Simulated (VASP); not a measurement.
# KF (Fm-3m) in VASP: settings compared, part 2 of 2

VASP 6.6.1. The steps go on from the part before.

**4. Single point, revPBE, collinear spin, zero start**

INCAR reads:

```
SYSTEM = KF
PREC = Accurate ; ENCUT = 600
EDIFF = 1E-6 ; ISMEAR = 0
SIGMA = 0.1 ; LREAL = .FALSE.
LASPH = .TRUE. ; NELM = 200
ALGO = Normal ; ISIF = 2
LWAVE = .FALSE. ; LCHARG = .FALSE.
ISPIN = 2 ; MAGMOM = 0 0
LORBIT = 11 ; GGA = RE
NBANDS = 19 ; GGA_COMPAT = .FALSE.
```

KPOINTS reads:

```
regular mesh
0
G
  4 4 4
  0 0 0
```

POSCAR reads:

```
KF
1.0
    0.0000000000      2.6544134050      2.6544134050
    2.6544134050      0.0000000000      2.6544134050
    2.6544134050      2.6544134050      0.0000000000
K F
1 1
Direct
    0.0000000000      0.0000000000      0.0000000000
    0.5000000000      0.5000000000      0.5000000000
```

Potentials or basis: VASP PAW PBE potentials, release 64 (K_sv, F).

On the command line:

```
> cat potpaw_PBE.64/K_sv/POTCAR potpaw_PBE.64/F/POTCAR > POTCAR
> mpirun -np 1 vasp_std > vasp.out
```

OUTCAR:

```text
SYSTEM = KF
   PREC = Accurate
   ENCUT = 600
   EDIFF = 1E-6
   ISMEAR = 0
   LREAL = .FALSE.
   LASPH = .TRUE.
   NELM = 200
   ISIF = 2
   ISPIN = 2
   LORBIT = 11
   GGA = RE

 ion  position               nearest neighbor table
   1  0.000  0.000  0.000-   2 2.65   2 2.65   2 2.65   2 2.65   2 2.65   2 2.65
   2  0.500  0.500  0.500-   1 2.65   1 2.65   1 2.65   1 2.65   1 2.65   1 2.65

  LATTYP: Found a face centered cubic cell.
 ALAT       =     5.3088268100

  Lattice vectors:

 A1 = (   0.0000000000,   2.6544134050,   2.6544134050)
 A2 = (   2.6544134050,   0.0000000000,   2.6544134050)
 A3 = (   2.6544134050,   2.6544134050,   0.0000000000)

Analysis of symmetry for initial positions (statically):
=====================================================================
 Subroutine PRICEL returns:
 Original cell was already a primitive cell.

 Routine SETGRP: Setting up the symmetry group for a
 face centered cubic supercell.

 Subroutine GETGRP returns: Found 48 space group operations
 (whereof 48 operations were pure point group operations)
[... 525 lines left out ...]
     18      20.8041      0.00000
     19      20.8041      0.00000

------------------------ aborting loop because EDIFF is reached ----------------------------------------

  FORCE on cell =-STRESS in cart. coord.  units (eV):
  Direction    XX          YY          ZZ          XY          YZ          ZX
  --------------------------------------------------------------------------------------
  -------------------------------------------------------------------------------------
  Total        1.0147315      1.0147315      1.0147315      0.0000000     -0.0000000      0.0000000
  in kB       43.4636335     43.4636335     43.4636335      0.0000000     -0.0000000      0.0000000
  external PRESSURE =      43.4636335 kB  Pullay stress =       0.0000000 kB

 VOLUME and BASIS-vectors are now :
 -----------------------------------------------------------------------------
  energy-cutoff  :      600.00
  volume of cell :       37.41
      direct lattice vectors                 reciprocal lattice vectors
     0.000000000  2.654413405  2.654413405    -0.188365535  0.188365535  0.188365535
     2.654413405  0.000000000  2.654413405     0.188365535 -0.188365535  0.188365535
     2.654413405  2.654413405  0.000000000     0.188365535  0.188365535 -0.188365535

 POSITION                                       TOTAL-FORCE (eV/Angst)
 -----------------------------------------------------------------------------------
      0.00000      0.00000      0.00000         0.000000      0.000000      0.000000
      2.65441      2.65441      2.65441        -0.000000      0.000000     -0.000000
 -----------------------------------------------------------------------------------
    total drift:                                0.000000      0.000000      0.000000

  FREE ENERGIE OF THE ION-ELECTRON SYSTEM (eV)
  ---------------------------------------------------
  free  energy   TOTEN  =        -7.8524336138 eV

  energy  without entropy=       -7.8524336138  energy(sigma->0) =       -7.85243361

 total charge

# of ion       s       p       d       tot
------------------------------------------
    1        1.961   5.628   0.034   7.623
    2        1.729   4.373   0.000   6.102
--------------------------------------------------
tot          3.690  10.001   0.034  13.725

 magnetization (x)

# of ion       s       p       d       tot
------------------------------------------
    1       -0.000  -0.000   0.000  -0.000
    2       -0.000   0.000   0.000  -0.000
--------------------------------------------------
tot         -0.000  -0.000   0.000  -0.000
```

OSZICAR:

```text
N       E                     dE             d eps       ncg     rms          rms(c)
DAV:   1     0.122009110462E+03    0.12201E+03   -0.86157E+03   608   0.915E+02
DAV:   2    -0.413262897260E+01   -0.12614E+03   -0.11338E+03   713   0.256E+02
DAV:   3    -0.895767929152E+01   -0.48251E+01   -0.47912E+01   753   0.444E+01
DAV:   4    -0.910200573698E+01   -0.14433E+00   -0.14424E+00   860   0.694E+00
DAV:   5    -0.910315259946E+01   -0.11469E-02   -0.11468E-02   765   0.560E-01    0.642E+00
DAV:   6    -0.784411452775E+01    0.12590E+01   -0.25755E+00   651   0.119E+01    0.417E+00
DAV:   7    -0.783292236001E+01    0.11192E-01   -0.65864E-02   693   0.195E+00    0.209E+00
DAV:   8    -0.784591037609E+01   -0.12988E-01   -0.46753E-02   666   0.181E+00    0.231E-01
DAV:   9    -0.785076557251E+01   -0.48552E-02   -0.49818E-03   696   0.510E-01    0.147E-01
DAV:  10    -0.785228741036E+01   -0.15218E-02   -0.13118E-03   626   0.238E-01    0.717E-02
DAV:  11    -0.785241013294E+01   -0.12272E-03   -0.10723E-04   674   0.819E-02    0.302E-02
DAV:  12    -0.785242677915E+01   -0.16646E-04   -0.10788E-05   656   0.251E-02    0.977E-03
DAV:  13    -0.785243303292E+01   -0.62538E-05   -0.54265E-06   639   0.169E-02    0.367E-03
DAV:  14    -0.785243361380E+01   -0.58088E-06   -0.13868E-06   634   0.868E-03
   1 F= -.78524336E+01 E0= -.78524336E+01  d E =-.105428E-15  mag=    -0.0000
```

It took 18 s on 1 thread of Intel Xeon Platinum 8259CL at 2.50GHz (Skylake/Cascade Lake), shared host; peak memory 0.18 GiB.

Results:

```
Free energy                                           : -7.8524 eV
Pressure                                              : 4.3 GPa
Band gap on the k mesh                                : 6.58 eV
Net moment                                            : 0.00 μB per cell
Valence electrons inside the program's atomic spheres : K 7.62; F 6.10
```

Caveat: the k points lie up to 0.51 Å⁻¹ apart; the PAW data sets were made with another functional, which shifts forces and pressure a little.

**5. Single point, RPBE**

INCAR reads:

```
ALGO = Normal ; EDIFF = 1E-6
ENCUT = 600 ; GGA = RP
GGA_COMPAT = False ; ISIF = 2
ISMEAR = 0 ; LASPH = True
LCHARG = False ; LREAL = False
LWAVE = False ; NBANDS = 15
NELM = 120 ; PREC = Accurate
SIGMA = 0.1
```

KPOINTS reads:

```
k-points
0
Gamma
  6 6 6
```

POSCAR is that of step 4.

On the command line:

```
> cat potpaw_PBE.64/K_sv/POTCAR potpaw_PBE.64/F/POTCAR > POTCAR
> mpirun -np 1 vasp_std > vasp.out
```

Wall time 13 s (1 thread of Intel Xeon Platinum 8259CL at 2.50GHz (Skylake/Cascade Lake), shared host); peak memory 0.17 GiB.

The run converged. Its results:

| Quantity | Value |
| --- | --- |
| Free energy | -7.8362 eV |
| Pressure | 4.9 GPa |
| Band gap on the k mesh | 6.61 eV |

Levels at points of the mesh, in eV from the valence-band top:
| k point | band 6 | band 7 | band 8 | band 9 | band 10 | band 11 |
| --- | --- | --- | --- | --- | --- | --- |
| (0.00, 0.00, 0.00) | 0.00 | 0.00 | 0.00 | 6.61 | 10.84 | 10.84 |
| (0.50, 0.00, 0.00) | -0.78 | -0.35 | -0.35 | 9.39 | 11.10 | 12.23 |
| (0.50, 0.50, 0.00) | -0.20 | -0.05 | -0.05 | 8.45 | 10.56 | 12.33 |

Caveat: the cell stands under pressure; the PAW data sets were made with another functional, which shifts forces and pressure a little.

**6. Single point, PBE**

INCAR reads:

```
SYSTEM = KF
PREC = Accurate ; ENCUT = 600
EDIFF = 1E-6 ; ISMEAR = 0
SIGMA = 0.1 ; LREAL = .FALSE.
LASPH = .TRUE. ; NELM = 120
ALGO = Normal ; ISIF = 2
LWAVE = .FALSE. ; LCHARG = .FALSE.
GGA = PE ; NBANDS = 15
NELECT = 15.9 ; GGA_COMPAT = .FALSE.
```

KPOINTS reads:

```
regular mesh
0
G
  6 6 6
  0 0 0
```

POSCAR is that of step 5.

Potentials or basis: VASP PAW PBE potentials, release 64 (K_sv, F).

On the command line:

```
> cat potpaw_PBE.64/K_sv/POTCAR potpaw_PBE.64/F/POTCAR > POTCAR
> mpirun -np 1 vasp_std > vasp.out
```

Run time: 12 s. Hardware: 1 thread of Intel Xeon Platinum 8259CL at 2.50GHz (Skylake/Cascade Lake), shared host; peak memory 0.17 GiB.

Results (log left out):

```yaml
Free_energy: -7.9996 eV
```

Levels at points of the mesh, in eV from the Fermi level:
```tsv
k point	band 5	band 6	band 7	band 8	band 9	band 10	band 11	band 12
(0.00, 0.00, 0.00)	-8.98	-0.03	-0.03	-0.03	6.60	11.08	11.08	11.08
(0.50, 0.00, 0.00)	-9.02	-0.79	-0.38	-0.38	9.43	11.10	12.48	12.48
(0.50, 0.50, 0.00)	-9.21	-0.20	-0.07	-0.07	8.57	10.72	12.27	14.04
```

Caveat: the cell carries a net charge on a neutralising background, which shifts energy and pressure; the cell is charged against a uniform background, so pressure and absolute levels hang on convention.

**7. Overview**

| level | potentials or basis | spin | k mesh | smearing | gap on the mesh (eV) | pressure (GPa) |
| --- | --- | --- | --- | --- | --- | --- |
| PBE | VASP PAW PBE potentials, release 64 (K_sv, F) | off | 6 × 6 × 6 | gaussian 0.01 eV | 6.27 | 2.1 |
| LDA | VASP PAW LDA potentials, release 64 (K_sv, F) | off | 6 × 6 × 6 | gaussian 0.1 eV | 5.89 | -2.9 |
| revPBE | VASP PAW PBE potentials, release 64 (K_sv, F) | collinear, zero start | 4 × 4 × 4 | gaussian 0.1 eV | 6.58 | 4.3 |
| RPBE | VASP PAW PBE potentials, release 64 (K_sv, F) | off | 6 × 6 × 6 | gaussian 0.1 eV | 6.61 | 4.9 |

Alike in all rows: task single point; cell as given; cutoff (eV) 600.

Caveats: some runs use coarse meshes; the PAW data sets were made with another functional, which shifts forces and pressure a little (at least some runs); the cell stands under pressure (at least some runs).

Total energies depend on the potentials used, so only differences within one code and one set of settings carry meaning.
